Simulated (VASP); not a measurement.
**Tc: relaxation of cell and atoms with r2SCAN**

The system is Tc.

```
CELL_PARAMETERS angstrom
0.00000 2.65000 2.65000
2.65000 0.00000 2.65000
2.65000 2.65000 0.00000
ATOMIC_POSITIONS crystal
Tc 0.00000 0.00000 0.00000
Tc 0.25000 0.25000 0.25000
```

This isn't the form of Tc at room conditions, which is hcp.

```yaml
Program: VASP 6.6.1
Task: relaxation of cell and atoms
Functional: r2SCAN
Potentials_or_basis: VASP PAW PBE potentials, release 64 (Tc_pv)
Cutoff: 550 eV
k_mesh: 7 × 7 × 7
Occupations: fermi-dirac, width 0.05 eV
Spin: no spin polarisation
Dipole_correction: no
Further_INCAR_settings: ALGO = Normal; EDIFF = 1e-07; IBRION = 2; EDIFFG = -0.03; NSW = 80; ISIF = 3
```

```json
{"Relaxed volume": "20.83 Å³/atom", "Relaxed cell": "a = 3.891 Å, b = 3.891 Å, c = 3.891 Å, α = 60.00°, β = 60.00°, γ = 60.00°", "Space group after relaxing (to 0.1 Å)": "Fd-3m (No. 227)", "Energy gained by relaxing": "151.8 meV/atom", "Ionic steps": "5", "Pressure after relaxing": "0.1 GPa", "Band gap on the k mesh": "zero (bands 13 and 14 overlap by 0.90 eV)"}
```

Step by step:
```
step  energy change (eV)  largest force (eV/Å)  pressure (GPa)  volume (Å³)
   1              0.0000                0.0000           24.02        37.22
   2              0.9440                0.0000          -24.79        54.36
   3             -0.3011                0.0000           -1.74        42.14
   4             -0.3035                0.0000           -0.24        41.75
   5             -0.3035                0.0000            0.13        41.66
```

Final structure:
```cif
data_structure
_symmetry_space_group_name_H-M 'P 1'
_symmetry_Int_Tables_number 1
_cell_length_a 3.8910
_cell_length_b 3.8910
_cell_length_c 3.8910
_cell_angle_alpha 60.000
_cell_angle_beta 60.000
_cell_angle_gamma 60.000
_cell_volume 41.66
loop_
_atom_site_label
_atom_site_type_symbol
_atom_site_fract_x
_atom_site_fract_y
_atom_site_fract_z
_atom_site_occupancy
Tc1 Tc 0.00000 0.00000 0.00000 1
Tc2 Tc 0.25000 0.25000 0.25000 1
```

Levels at points of the mesh, in eV from the Fermi level:
```csv
k point,band 10,band 11,band 12,band 13,band 14,band 15,band 16,band 17
"(0.00, 0.00, 0.00)",-2.38,-2.38,-2.38,0.65,0.65,0.65,3.54,3.54
```

Run time: 9.1 min on 1 thread of Intel(R) Xeon(R) Platinum 8259CL CPU @ 2.50GHz (Skylake/Cascade Lake), with other jobs on the host, peak memory 0.18 GiB.

Caveat: the PAW data sets were made with another functional, which shifts forces and pressure a little.
